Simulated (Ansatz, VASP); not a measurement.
Two plane-wave programs on Al2Cu

```xyz
6
Lattice="-2.8767 2.8767 2.3897 2.8767 -2.8767 2.3897 2.8767 2.8767 -2.3897" Properties=species:S:1:pos:R:3 pbc="T T T"
Al    3.7933    0.9166    0.0000
Al    1.9600    0.9166    2.3896
Al   -0.9166    1.9600    2.3897
Al    0.9166    1.9600    0.0000
Cu    0.0000    0.0000    3.5845
Cu    0.0000    0.0000    1.1948
```

Alike in both runs: task single point; functional PBEsol; k mesh 10 × 10 × 10; occupations gaussian, width 0.15 eV; no spin polarisation.

|  | VASP | Ansatz |
| --- | --- | --- |
| version | VASP 6.6.1 | Ansatz 0.2.0 |
| potentials or method | VASP PAW PBE potentials, release 64 (Al, Cu), cutoff 520 eV | scalar-relativistic, plane waves, PAW |
| valence electrons in the cell | 34 | 50 |

```csv
,VASP,Ansatz,Ansatz less VASP
gap on the k mesh at the Fermi level (eV),none,none,-
pressure (GPa),12.2,12.4,+0.18
"traceless stress, the component that is largest in VASP (GPa)",-3.64,-3.70,-0.060
rms of the force components (eV/Å),0.017,0.017,+0.0004
```

VASP's potentials were made for PBE, not for PBEsol, and Ansatz warns of the same on its side. Atom by atom the forces differ by 0.000 eV/Å (rms over components). A gap of «none» marks a metal or a gap that the smearing closes. The functional is the same, so the differences come from potentials, cutoffs and numerics. VASP's potentials hold 34 valence electrons a cell and Ansatz's 50, so a difference there can come from the potentials and not from the codes.
